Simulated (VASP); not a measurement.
# HfB2: relaxation of shape and atoms at fixed volume with BLYP+D3(BJ)

The system is HfB2.

```
Hf B
1.0
     3.08398    0.00000    0.00000
    -1.54199    2.67081    0.00000
     0.00000    0.00000    3.45193
Hf B
1 2
Direct
  0.00000 0.00000 0.00000
  0.33333 0.66667 0.50000
  0.66667 0.33333 0.50000
```

This cell differs from its parent crystal: volume scaled by 0.98.

```json
{"Program": "VASP 6.6.1", "Task": "relaxation of shape and atoms at fixed volume", "Functional": "BLYP", "Dispersion": "D3(BJ)", "Potentials or basis": "VASP PAW PBE potentials, release 64 (Hf_pv, B)", "Cutoff": "600 eV", "k mesh": "8 × 8 × 8", "Occupations": "gaussian, width 0.05 eV", "Spin": "no spin polarisation", "Dipole correction": "no", "Further INCAR settings": "ALGO = Normal; EDIFF = 1e-07; IBRION = 2; EDIFFG = -0.01; NSW = 60; ISIF = 4"}
```

The pressure after relaxing is 5.9 GPa and the band gap on the k mesh is zero (band 8 reaches 9.26 eV, above the bottom of band 9 at 8.49 eV). The dispersion energy per atom is -0.874 eV.

Stress tensor (GPa, compression positive):
```
5.88 0.00 0.00
0.00 5.88 0.00
0.00 0.00 5.79
```

Final structure:
```cif
data_structure
_symmetry_space_group_name_H-M 'P 1'
_symmetry_Int_Tables_number 1
_cell_length_a 3.0840
_cell_length_b 3.0840
_cell_length_c 3.4519
_cell_angle_alpha 90.000
_cell_angle_beta 90.000
_cell_angle_gamma 120.000
_cell_volume 28.43
loop_
_atom_site_label
_atom_site_type_symbol
_atom_site_fract_x
_atom_site_fract_y
_atom_site_fract_z
_atom_site_occupancy
Hf1 Hf 0.00000 0.00000 0.00000 1
B1 B 0.33333 0.66667 0.50000 1
B2 B 0.66667 0.33333 0.50000 1
```

Levels at points of the mesh, in eV from the Fermi level:
| k point | band 6 | band 7 | band 8 | band 9 | band 10 | band 11 |
| --- | --- | --- | --- | --- | --- | --- |
| (0.00, 0.00, 0.00) | -2.93 | -2.93 | -2.76 | 4.19 | 4.19 | 4.69 |
| (0.50, 0.00, 0.00) | -4.30 | -3.45 | -2.85 | 2.21 | 2.83 | 5.83 |
| (0.00, 0.00, 0.50) | -1.22 | -1.22 | 0.50 | 0.50 | 1.05 | 1.05 |
| (0.50, 0.00, 0.50) | -5.05 | -4.74 | -2.40 | 4.23 | 4.51 | 6.51 |

Run time: 38 s on 1 thread of Intel(R) Xeon(R) Platinum 8488C (Sapphire Rapids), with other jobs on the host, peak memory 0.18 GiB.

Caveat: the relaxation stopped at its first step, so nothing moved; the PAW data sets were made with another functional, which shifts forces and pressure a little; spin-orbit coupling is left out, which moves the levels of the heavy elements; pairwise dispersion overbinds metals, which lowers pressure and volume.
